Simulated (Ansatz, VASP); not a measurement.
# SnH2Br2: VASP beside Ansatz

```
Sn H Br
1.0
     4.61639    0.00000    0.00000
    -2.30820    3.99791    0.00000
     0.00000    0.00000    7.47755
Sn H Br
1 2 2
Direct
  0.00000 0.00000 0.00000
  0.33333 0.66667 0.63010
  0.66667 0.33333 0.36990
  0.33333 0.66667 0.24130
  0.66667 0.33333 0.75870
```

Change from the starting cell: species swapped into the CaMg2Bi2 type (P-3m1, No. 164).

Alike in both runs: task single point; functional PBE; k mesh 6 × 6 × 4; occupations gaussian, width 0.1 eV; no spin polarisation.

|  | VASP | Ansatz |
| --- | --- | --- |
| version | VASP 6.6.1 | Ansatz 0.2.0 |
| potentials or method | VASP PAW PBE potentials, release 64 (Sn_d, H, Br), cutoff 520 eV | scalar-relativistic, plane waves, PAW |
| valence electrons in the cell | 30 | 30 |

|  | VASP | Ansatz | Ansatz less VASP |
| --- | --- | --- | --- |
| gap on the k mesh at the Fermi level (eV) | none | none | - |
| pressure (GPa) | -4.3 | -4.3 | +0.03 |
| traceless stress, the component that is largest in VASP (GPa) | -0.32 | -0.31 | +0.002 |
| rms of the force components (eV/Å) | 0.152 | 0.152 | 0.0000 |

Atom by atom the forces differ by 0.000 eV/Å (rms over components). A gap of «none» marks a metal or a gap that the smearing closes.
